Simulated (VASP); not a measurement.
# Al2Cu (I4/mcm) in VASP: further runs

Runs on Al2Cu. Level: PBEsol. Tasks: single point.

Everything below comes from runs of VASP 6.6.1. Logs are shortened: lines on timing, memory, paths and dates and some standing lists are left out, and cuts for length are marked.

## Step 1: The cell of the first run

The structure is tetragonal, space group I4/mcm (No. 140). Conventional cell: a = 6.113 Å, b = 6.113 Å, c = 4.586 Å, α = 90.00°, β = 90.00°, γ = 90.00°. Within 3.4 Å of Al (site symmetry m2m) lie 4 Cu at 2.57 Å and 11 Al at 2.75 to 3.25 Å. Cu (site symmetry 422) has 2 Cu at 2.29 Å and 8 Al at 2.57 Å within 3.0 Å.

## Step 2: Single point, PBEsol

INCAR

```
  PREC = Accurate
  ENCUT = 520
  EDIFF = 1E-6
  ISMEAR = 0
  SIGMA = 0.15
  LREAL = F
  LASPH = T
  NELM = 80
  ALGO = Fast
  ISIF = 2
  LWAVE = F
  LCHARG = F
  GGA = PS
  NBANDS = 26
```

KPOINTS

```
regular mesh
0
Gamma
  10 10 10
```

POSCAR

```
Al2Cu
1.0
   -3.0564500000      3.0564500000      2.2931000000
    3.0564500000     -3.0564500000      2.2931000000
    3.0564500000      3.0564500000     -2.2931000000
Al Cu
4 2
Direct
    0.1593210787      0.6593210787      0.8186421574
    0.6593210787      0.8406789213      0.5000000000
    0.8406789213      0.3406789213      0.1813578426
    0.3406789213      0.1593210787      0.5000000000
    0.7500000000      0.7500000000      0.0000000000
    0.2500000000      0.2500000000      0.0000000000
```

Potentials or basis: VASP PAW PBE potentials, release 64 (Al, Cu).

Started as:

```console
> cat potpaw_PBE.64/Al/POTCAR potpaw_PBE.64/Cu/POTCAR > POTCAR
> mpirun -np 1 vasp_std > vasp.out
```

OUTCAR:

```text
PREC = Accurate
   ENCUT = 520
   EDIFF = 1E-6
   ISMEAR = 0
   LREAL = F
   LASPH = T
   NELM = 80
   ISIF = 2
   GGA = PS

 ion  position               nearest neighbor table
   1  0.159  0.659  0.819-   5 2.57   6 2.57   5 2.57   6 2.57   3 2.75   3 2.78   3 2.78   4 3.01
                             2 3.01   2 3.01   4 3.01   4 3.25   2 3.25   2 3.25   4 3.25
   2  0.659  0.841  0.500-   6 2.57   5 2.57   5 2.57   6 2.57   4 2.75   4 2.78   4 2.78   3 3.01
                             1 3.01   1 3.01   3 3.01   1 3.25   3 3.25   1 3.25   3 3.25
   3  0.841  0.341  0.181-   5 2.57   6 2.57   5 2.57   6 2.57   1 2.75   1 2.78   1 2.78   2 3.01
                             4 3.01   4 3.01   2 3.01   4 3.25   2 3.25   4 3.25   2 3.25
   4  0.341  0.159  0.500-   5 2.57   6 2.57   6 2.57   5 2.57   2 2.75   2 2.78   2 2.78   3 3.01
                             1 3.01   1 3.01   3 3.01   1 3.25   3 3.25   3 3.25   1 3.25
   5  0.750  0.750  0.000-   6 2.29   6 2.29   4 2.57   2 2.57   4 2.57   2 2.57   1 2.57   3 2.57
                             3 2.57   1 2.57
   6  0.250  0.250  0.000-   5 2.29   5 2.29   2 2.57   4 2.57   2 2.57   4 2.57   3 2.57   1 2.57
                             1 2.57   3 2.57

  LATTYP: Found a body centered tetragonal cell.
 ALAT       =     6.1129000000
 C/A-ratio  =     0.7502494724

  Lattice vectors:

 A1 = (  -3.0564500000,   3.0564500000,   2.2931000000)
 A2 = (   3.0564500000,  -3.0564500000,   2.2931000000)
 A3 = (   3.0564500000,   3.0564500000,  -2.2931000000)

Analysis of symmetry for initial positions (statically):
=====================================================================
 Subroutine PRICEL returns:
 Original cell was already a primitive cell.

 Routine SETGRP: Setting up the symmetry group for a
 body centered tetragonal supercell.

 Subroutine GETGRP returns: Found 16 space group operations
 (whereof  8 operations were pure point group operations)
 out of a pool of 16 trial point group operations.

The static configuration has the point symmetry C_4h.
 The point group associated with its full space group is D_4h.

Analysis of symmetry for dynamics (positions and initial velocities):
=====================================================================
 Subroutine PRICEL returns:
 Original cell was already a primitive cell.

 Routine SETGRP: Setting up the symmetry group for a
 body centered tetragonal supercell.

 Subroutine GETGRP returns: Found 16 space group operations
 (whereof  8 operations were pure point group operations)
 out of a pool of 16 trial point group operations.

The dynamic configuration has the point symmetry C_4h.
 The point group associated with its full space group is D_4h.

 Subroutine INISYM returns: Found 16 space group operations
 (whereof  8 operations are pure point group operations),
 and found     1 'primitive' translations

----------------------------------------------------------------------------------------

                                     Primitive cell

  volume of cell :      85.6875

  direct lattice vectors                    reciprocal lattice vectors
    -3.056450000  3.056450000  2.293100000     0.000000000  0.163588477  0.218045441
     3.056450000 -3.056450000  2.293100000     0.163588477  0.000000000  0.218045441
     3.056450000  3.056450000 -2.293100000     0.163588477  0.163588477  0.000000000

  length of vectors
     4.893064563  4.893064563  4.893064563     0.272589442  0.272589442  0.231349043

  position of ions in fractional coordinates (direct lattice)
     0.159321079  0.659321079  0.818642157
     0.659321079  0.840678921  0.500000000
     0.840678921  0.340678921  0.181357843
     0.340678921  0.159321079  0.500000000
     0.750000000  0.750000000  0.000000000
     0.250000000  0.250000000  0.000000000

  ion indices of the primitive-cell ions
   primitive index   ion index
                 1           1
                 2           2
                 3           3
                 4           4
                 5           5
                 6           6

----------------------------------------------------------------------------------------

 KPOINTS: regular mesh

Automatic generation of k-mesh.
 Grid dimensions read from file:
 generate k-points for:   10   10   10

 Generating k-lattice:

  Cartesian coordinates                     Fractional coordinates (reciprocal lattice)
     0.000000000  0.016358848  0.021804544     0.100000000  0.000000000  0.000000000
     0.016358848  0.000000000  0.021804544     0.000000000  0.100000000  0.000000000
     0.016358848  0.016358848  0.000000000     0.000000000  0.000000000  0.100000000

  Length of vectors
     0.027258944  0.027258944  0.023134904

  Shift w.r.t. Gamma in fractional coordinates (k-lattice)
     0.000000000  0.000000000  0.000000000

 Subroutine IBZKPT returns following result:
 ===========================================

 Found    102 irreducible k-points:

 Following reciprocal coordinates:
            Coordinates               Weight
  0.000000  0.000000  0.000000      1.000000
  0.100000 -0.000000  0.000000      8.000000
  0.200000 -0.000000  0.000000      8.000000
  0.300000  0.000000 -0.000000      8.000000
  0.400000  0.000000 -0.000000      8.000000
  0.500000  0.000000 -0.000000      4.000000
[... 16 lines left out ...]
  0.300000  0.300000 -0.000000      8.000000
  0.400000  0.300000  0.000000     16.000000
 [... further k-points ...]
   k-points           NKPTS =    102   k-points in BZ     NKDIM =    102   number of bands    NBANDS=     26
   number of dos      NEDOS =    301   number of ions     NIONS =      6
   total plane-waves  NPLWV =  46656
   dimension x,y,z NGX =    36 NGY =   36 NGZ =   36
   dimension x,y,z NGXF=    72 NGYF=   72 NGZF=   72
   ions per type =               4   2
   NGX,Y,Z   is equivalent  to a cutoff of  12.23, 12.23, 12.23 a.u.
   NGXF,Y,Z  is equivalent  to a cutoff of  24.46, 24.46, 24.46 a.u.
 SYSTEM =  unknown system
   PREC   = accura    normal or accurate (medium, high low for compatibility)
   ISTART =      0    job   : 0-new  1-cont  2-samecut
   ICHARG =      2    charge: 1-file 2-atom 10-const
   ISPIN  =      1    spin polarized calculation?
   LNONCOLLINEAR =      F non collinear calculations
   LSORBIT =      F    spin-orbit coupling
   LASPH  =      T    aspherical Exc in radial PAW
   ENCUT  =  520.0 eV  38.22 Ry    6.18 a.u.   9.10  9.10  9.10*2*pi/ulx,y,z
   NELM   =     80;   NELMIN=  2; NELMDL= -5     # of ELM steps
   EDIFF  = 0.1E-05   stopping-criterion for ELM
   LREAL  =      F    real-space projection
   EDIFFG = 0.1E-04   stopping-criterion for IOM
   NSW    =      0    number of steps for IOM
   IBRION =     -1    ionic relax: 0-MD 1-quasi-New 2-CG
   NFREE  =      0    steps in history (QN), initial steepest desc. (CG)
   ISIF   =      2    stress and relaxation
   ISYM   =      2    0-nonsym 1-usesym 2-fastsym
   POTIM  = 0.5000    time-step for ionic-motion
   TEBEG  =    0.0;   TEEND  =   0.0 temperature during run
   PSTRESS=    0.0 pullay stress
   NELECT =      34.0000    total number of electrons
   NUPDOWN=      -1.0000    fix difference up-down
   EMIN   =  10.00;   EMAX   =-10.00  energy-range for DOS
   EFERMI =   0.00;   METHOD = LEGACY
   ISMEAR =     0;   SIGMA  =   0.15  broadening in eV -4-tet -1-fermi 0-gaus
   EFERMI_NEDOS =   21; number of points for ismear=-14 and -15
   IALGO  =     68    algorithm
   IMIX   =      4    mixing-type and parameters
     AMIX     =   0.40;   BMIX     =  1.00
     AMIX_MAG =   1.60;   BMIX_MAG =  1.00
  volume/ion in A,a.u.               =      14.28        96.37
  Fermi-wavevector in a.u.,A,eV,Ry     =   1.202990  2.273321 19.690140  1.447184
  Thomas-Fermi vector in A             =   2.338756
   LORBIT       =      0    0 simple, 1 ext, 2 COOP (PROOUT), +10 PAW based schemes
   GGA     = PS    functional components
   LHFCALC =     F    Hartree Fock is set to
   AEXX    =    0.0000 exact exchange contribution
   IVDW    =     0    specifies the selected vdW correction
   LEPSILON=     F    determine dielectric tensor
   LRPA    =     F    only Hartree local field effects (RPA)
 non-spin polarized calculation
 RMM-DIIS sequential band-by-band and
 Gauss-broadening in eV      SIGMA  =   0.15
  energy-cutoff  :      520.00
  volume of cell :       85.69
 maximum number of plane-waves:      2340
   NGX = 19   NGY = 19   NGZ = 19

 number of electron      33.9999979 magnetization

 Free energy of the ion-electron system (eV)
  ---------------------------------------------------
  ext. energy  EPLUGINS =         0.00000000
  ---------------------------------------------------
  free energy    TOTEN  =       -25.87465903 eV

  energy without entropy =      -25.85124416  energy(sigma->0) =      -25.86295160

 E-fermi :   8.4895     XC(G=0): -11.1265

 val. band max:        8.4892439691   @ k =   0.4000   0.1000   0.1000
 cond. band min:       8.4931622833   @ k =  -0.2000  -0.3000   0.1000
 fundamental gap:      0.0039183143
 Fermi energy:         8.4894561386

 k-point     1 :       0.0000    0.0000    0.0000
  band No.  band energies     occupation
      1      -2.6910      2.00000
      2       2.7326      2.00000
      3       2.8284      2.00000
      4       3.0449      2.00000
      5       3.0449      2.00000
      6       3.9598      2.00000
[... 18 lines left out ...]
     25      13.0521      0.00000
     26      13.9082      0.00000

 k-point     2 :       0.1000   -0.0000    0.0000
  band No.  band energies     occupation
      1      -2.5789      2.00000
      2       2.7228      2.00000
      3       2.8645      2.00000
      4       3.0310      2.00000
      5       3.0430      2.00000
      6       3.9389      2.00000
[... 18 lines left out ...]
     25      13.1850      0.00000
     26      13.9211      0.00000

 k-point     3 :       0.2000   -0.0000    0.0000
  band No.  band energies     occupation
      1      -2.2437      2.00000
      2       2.7060      2.00000
      3       2.8972      2.00000
      4       2.9649      2.00000
      5       3.0330      2.00000
      6       3.8536      2.00000
[... 18 lines left out ...]
     25      13.7865      0.00000
     26      14.1289      0.00000

 k-point     4 :       0.3000    0.0000   -0.0000
  band No.  band energies     occupation
      1      -1.6900      2.00000
      2       2.2450      2.00000
      3       2.7108      2.00000
      4       3.0026      2.00000
      5       3.1034      2.00000
      6       3.7717      2.00000
[... 18 lines left out ...]
     25      14.4543      0.00000
     26      15.6372      0.00000

 k-point     5 :       0.4000    0.0000   -0.0000
  band No.  band energies     occupation
      1      -0.9265      2.00000
      2       1.1352      2.00000
      3       2.7588      2.00000
      4       2.9384      2.00000
      5       3.2452      2.00000
      6       3.6294      2.00000
[... 18 lines left out ...]
     25      14.9090      0.00000
     26      15.8060      0.00000

 k-point     6 :       0.5000    0.0000   -0.0000
  band No.  band energies     occupation
      1       0.0293      2.00000
      2       0.0293      2.00000
      3       2.8456      2.00000
      4       2.8456      2.00000
      5       3.4107      2.00000
      6       3.4107      2.00000
[... 427 lines left out ...]
 k-point    21 :      -0.3000    0.2000    0.0000
  band No.  band energies     occupation
      1      -2.0995      2.00000
      2       1.5811      2.00000
      3       2.9188      2.00000
      4       2.9445      2.00000
      5       3.1597      2.00000
      6       3.6891      2.00000
[... 18 lines left out ...]
     25      13.1917      0.00000
     26      16.5081      0.00000

 k-point    22 :      -0.2000    0.2000    0.0000
  band No.  band energies     occupation
      1      -2.3703      2.00000
      2       1.9474      2.00000
      3       2.8631      2.00000
      4       3.0006      2.00000
      5       3.1282      2.00000
      6       3.7946      2.00000
[... 18 lines left out ...]
     25      11.5544      0.00000
     26      16.2946      0.00000

 k-point    23 :       0.3000    0.3000   -0.0000
  band No.  band energies     occupation
      1       0.4969      2.00000
      2       0.6300      2.00000
      3       0.6743      2.00000
      4       2.8518      2.00000
      5       3.5870      2.00000
      6       3.6038      2.00000
[... 18 lines left out ...]
     25      15.3348      0.00000
     26      16.3706      0.00000

 k-point    24 :       0.4000    0.3000    0.0000
  band No.  band energies     occupation
      1      -0.2987      2.00000
      2       0.4555      2.00000
      3       1.5504      2.00000
      4       2.9939      2.00000
      5       3.3255      2.00000
      6       3.5557      2.00000
[... 18 lines left out ...]
     25      14.8576      0.00000
     26      15.3506      0.00000

 [... further k-points ...]

------------------------ aborting loop because EDIFF is reached ----------------------------------------

  FORCE on cell =-STRESS in cart. coord.  units (eV):
  Direction    XX          YY          ZZ          XY          YZ          ZX
  --------------------------------------------------------------------------------------
  -------------------------------------------------------------------------------------
  Total       -0.9816033     -0.9816033      5.4042174      0.0000000      0.0000000      0.0000000
  in kB      -18.3539283    -18.3539283    101.0475565      0.0000000      0.0000000      0.0000000
  external PRESSURE =      21.4465666 kB  Pullay stress =       0.0000000 kB

 VOLUME and BASIS-vectors are now :
 -----------------------------------------------------------------------------
  energy-cutoff  :      520.00
  volume of cell :       85.69
      direct lattice vectors                 reciprocal lattice vectors
    -3.056450000  3.056450000  2.293100000     0.000000000  0.163588477  0.218045441
     3.056450000 -3.056450000  2.293100000     0.163588477  0.000000000  0.218045441
     3.056450000  3.056450000 -2.293100000     0.163588477  0.163588477  0.000000000

 POSITION                                       TOTAL-FORCE (eV/Angst)
 -----------------------------------------------------------------------------------
      4.03036      0.97391      0.00000        -0.147110     -0.147110      0.000000
      2.08254      0.97391      2.29310         0.147110     -0.147110      0.000000
     -0.97391      2.08254      2.29310         0.147110      0.147110     -0.000000
      0.97391      2.08254      0.00000        -0.147110      0.147110      0.000000
      0.00000      0.00000      3.43965        -0.000000     -0.000000     -0.000000
      0.00000      0.00000      1.14655        -0.000000     -0.000000     -0.000000
 -----------------------------------------------------------------------------------
    total drift:                                0.000000      0.000000      0.000000

  FREE ENERGIE OF THE ION-ELECTRON SYSTEM (eV)
  ---------------------------------------------------
  free  energy   TOTEN  =       -25.8746590275 eV

  energy  without entropy=      -25.8512441633  energy(sigma->0) =      -25.86295160
```

Wall time 3.5 min (1 thread of Intel Xeon Platinum 8488C (Sapphire Rapids), shared host); peak memory 0.33 GiB.

Results:

| Property | Result |
| --- | --- |
| Free energy | -25.8747 eV |
| Pressure | 2.1 GPa |
| Largest force | 0.208 eV/Å |
| Band gap on the k mesh | zero (bands 17 and 18 overlap by 4.92 eV) |

Forces on the atoms (eV/Å):
```
Al  -0.147 -0.147  0.000
Al   0.147 -0.147  0.000
Al   0.147  0.147  0.000
Al  -0.147  0.147  0.000
Cu   0.000  0.000  0.000
Cu   0.000  0.000  0.000
```

Caveat: the PAW data sets were made with another functional, which shifts forces and pressure a little.

(Continued in part 2 of 3.)
